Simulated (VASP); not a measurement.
Set up this calculation in VASP 6.6.1, as the native input.

```yaml
Task: relaxation of cell and atoms
Functional: RPBE
Potentials_or_basis: VASP PAW PBE potentials, release 64 (Si)
Cutoff: 600 eV
k_mesh: 8 × 8 × 8
Occupations: fermi-dirac, width 0.05 eV
Spin: no spin polarisation
Dipole_correction: no
Further_INCAR_settings: ALGO = Normal; EDIFF = 1e-06; IBRION = 2; EDIFFG = -0.01; NSW = 80; ISIF = 3
```

The structure of Si lies in POSCAR:

```
Si
1.0
    0.0000000000      2.7218511865      2.7218511865
    2.7218511865      0.0000000000      2.7218511865
    2.7218511865      2.7218511865      0.0000000000
Si
2
Direct
    0.5000000000      0.5000000000      0.5000000000
    0.7500000000      0.7500000000      0.7500000000
```

One way to write it, as run:

INCAR

```
PREC = Accurate
ENCUT = 600
EDIFF = 1E-6
ISMEAR = -1
SIGMA = 0.05
LREAL = F
LASPH = T
NELM = 60
ALGO = Normal
ISIF = 3
LWAVE = F
LCHARG = F
GGA = RP
IBRION = 2
NSW = 80
EDIFFG = -0.01
```

KPOINTS

```
regular mesh
0
Gamma
  8 8 8
```

Potentials or basis: VASP PAW PBE potentials, release 64 (Si).

Launch:

```console
$ cat potpaw_PBE.64/Si/POTCAR > POTCAR
$ mpirun -np 1 vasp_std > vasp.out
```

Results of the run:

The relaxed volume is 20.77 Å³/atom. The relaxed cell is a = 3.887 Å, b = 3.887 Å, c = 3.887 Å, α = 60.00°, β = 60.00°, γ = 60.00° and the space group after relaxing (to 0.05 Å) is Fd-3m (No. 227). The energy gained by relaxing is 4.9 meV/atom, the ionic steps are 3 and the pressure after relaxing is 0.0 GPa. The band gap on the k mesh is 0.73 eV, indirect (least direct gap 2.55 eV).

Caveat: the PAW data sets were made with another functional, which shifts forces and pressure a little.

Run time: 19 s on 1 thread of AMD EPYC 9R45 (Zen 5) (shared host), peak memory 0.13 GiB.
